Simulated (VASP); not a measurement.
# C: relaxation of cell and atoms with BLYP

The system is C.

```
C
1.0
     3.34383    0.00000    0.00000
    -1.67191    2.89584    0.00000
     0.00000    0.00000    2.04977
C
3
Direct
  0.00000 0.00000 0.00000
  0.33333 0.66667 0.50000
  0.66667 0.33333 0.50000
```

- Program: VASP 6.6.1
- Task: relaxation of cell and atoms
- Functional: BLYP
- Potentials or basis: VASP PAW PBE potentials, release 64 (C)
- Cutoff: 600 eV
- k mesh: 11 × 11 × 15
- Occupations: fermi-dirac, width 0.1 eV
- Spin: no spin polarisation
- Dipole correction: no
- Further INCAR settings: ALGO = Normal; EDIFF = 1e-07; IBRION = 2; EDIFFG = -0.01; NSW = 80; ISIF = 3

The relaxed volume is 9.29 Å³/atom. The relaxed cell is a = 5.017 Å, b = 5.017 Å, c = 1.279 Å, α = 90.00°, β = 90.00°, γ = 120.00° and the space group after relaxing (to 0.05 Å) is P6/mmm (No. 191). The energy gained by relaxing is 3255.9 meV/atom and the ionic steps are 18. The pressure after relaxing is 0.0 GPa and the band gap on the k mesh is zero (band 6 reaches 13.57 eV, above the bottom of band 7 at -2.54 eV).

Step by step:
| step | energy change (eV) | largest force (eV/Å) | pressure (GPa) | volume (Å³) |
| --- | --- | --- | --- | --- |
| 1 | 0.0000 | 0.0000 | 18.26 | 19.85 |
| 2 | -0.1954 | 0.0000 | 0.05 | 22.08 |
| 3 | -0.2135 | 0.0000 | -6.75 | 23.27 |
| 4 | -0.4276 | 0.0000 | -12.32 | 23.89 |
| 5 | -1.8544 | 0.0000 | -23.84 | 25.02 |
| 6 | -2.2270 | 0.0000 | 213.52 | 23.04 |
| 7 | -2.6886 | 0.0000 | -29.50 | 25.11 |
| 8 | -8.9585 | 0.0000 | -7.97 | 24.69 |
| 9 | -8.8927 | 0.0000 | 68.20 | 24.03 |
| 10 | -9.5071 | 0.0000 | 25.84 | 24.38 |
| 11 | -9.4573 | 0.0000 | 35.83 | 24.29 |
| 12 | -9.3869 | 0.0000 | -20.05 | 27.35 |
| 13 | -9.6319 | 0.0000 | 6.89 | 25.64 |
| 14 | -9.7400 | 0.0000 | 2.11 | 26.89 |
| 15 | -9.7654 | 0.0000 | -2.11 | 28.24 |
| 16 | -9.7671 | 0.0000 | -1.30 | 27.96 |
| 17 | -9.7659 | 0.0000 | 2.34 | 27.74 |
| 18 | -9.7677 | 0.0000 | -0.01 | 27.88 |

Final structure:
```
CELL_PARAMETERS angstrom
5.01694 0.00000 0.00000
-2.50847 4.34480 0.00000
0.00000 0.00000 1.27909
ATOMIC_POSITIONS crystal
C 0.00000 0.00000 0.00000
C 0.33333 0.66667 0.50000
C 0.66667 0.33333 0.50000
```

Levels at points of the mesh, in eV from the Fermi level:
```csv
k point,band 4,band 5,band 6,band 7,band 8,band 9,band 10
"(0.00, 0.00, 0.00)",-6.37,-6.37,-6.37,-6.37,-2.96,-2.96,8.16
```

It took 5.3 min on 1 thread of AMD EPYC 9R14 (Zen 4) (shared host), peak memory 0.12 GiB.

Caveat: the volume moved by over 15 % at a fixed basis, so the end points are rough; the PAW data sets were made with another functional, which shifts forces and pressure a little.
